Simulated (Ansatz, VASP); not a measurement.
## KCl: VASP beside Ansatz

File INCAR:

```
SYSTEM = KCl
PREC     = Accurate       ! precision mode
ENCUT    = 520            ! plane-wave cutoff, eV
EDIFF    = 1E-6           ! SCF threshold, eV
ISMEAR   = 0              ! smearing method
SIGMA    = 0.05           ! smearing width, eV
LREAL    = .FALSE.        ! projectors in reciprocal space
LASPH    = .TRUE.         ! aspherical terms in the spheres
NELM     = 100            ! most SCF steps
ALGO     = Normal         ! electronic algorithm
ISIF     = 2              ! what is computed and relaxed
LWAVE    = .FALSE.        ! write WAVECAR
LCHARG   = .FALSE.        ! write CHGCAR
GGA      = PE             ! functional
NBANDS   = 15             ! bands
```

KPOINTS

```
regular mesh
0
G
  8 8 8
  0 0 0
```

File POSCAR:

```
KCl
1.0
    0.0000000000      3.1561000000      3.1561000000
    3.1561000000      0.0000000000      3.1561000000
    3.1561000000      3.1561000000      0.0000000000
K Cl
1 1
Direct
    0.0000000000      0.0000000000      0.0000000000
    0.5000000000      0.5000000000      0.5000000000
```

Input for Ansatz:

```yaml
crystal:
  lattice:
    - [0.0, 3.1561, 3.1561]
    - [3.1561, 0.0, 3.1561]
    - [3.1561, 3.1561, 0.0]
  atoms:
    - { symbol: K, position: [0.0, 0.0, 0.0] }
    - { symbol: Cl, position: [0.5, 0.5, 0.5] }
basis:
  ecutwfc: 420
kpoints:
  mp_grid: { grid: [8, 8, 8] }
hamiltonian:
  xc: pbe
scf:
  occupations: { method: gaussian, width: 0.05 }
output:
  forces: true
  stress: true
  eigenvalues: true
```

Alike in both runs: task single point; functional PBE; k mesh 8 × 8 × 8; occupations gaussian, width 0.05 eV; no spin polarisation.

|  | VASP | Ansatz |
| --- | --- | --- |
| version | VASP 6.6.1 | Ansatz 0.2.0 |
| potentials or method | VASP PAW PBE potentials, release 64 (K_sv, Cl), cutoff 520 eV | scalar-relativistic, plane waves, PAW |
| valence electrons in the cell | 16 | 16 |

```tsv
	VASP	Ansatz	Ansatz less VASP
gap on the k mesh at the Fermi level (eV)	5.16	5.16	+0.002
least direct gap on the mesh (eV)	5.16	5.16	+0.002
pressure (GPa)	0.6	0.6	-0.03
```
